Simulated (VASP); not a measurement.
Input of a VASP 6.6.1 run:

Contents of INCAR:

```
SYSTEM = Ag
  ALGO = Normal
  EDIFF = 1E-6
  ENCUT = 520
  ISIF = 2
  ISMEAR = -1
  LASPH = .TRUE.
  LCHARG = .FALSE.
  LREAL = .FALSE.
  LWAVE = .FALSE.
  NBANDS = 18
  NELM = 100
  PREC = Accurate
  SIGMA = 0.1
```

Contents of KPOINTS:

```
k-points
0
G
  10 10 10
  0 0 0
```

POSCAR

```
Ag
1.0
    0.0000000000      2.9650139584      2.9650139584
    2.9650139584      0.0000000000      2.9650139584
    2.9650139584      2.9650139584      0.0000000000
Ag
2
Direct
    0.1250000000      0.1250000000      0.1250000000
    0.8750000000      0.8750000000      0.8750000000
```

Potentials or basis: VASP PAW LDA potentials, release 64 (Ag).

Launch:

```bash
$ cat potpaw_LDA.64/Ag/POTCAR > POTCAR
$ mpirun -np 1 vasp_std > vasp.out
```

Predict the band gap on the k mesh.

zero (band 11 reaches 3.93 eV, above the bottom of band 12 at 2.64 eV).

What does it give for the pressure?

0.0 GPa.
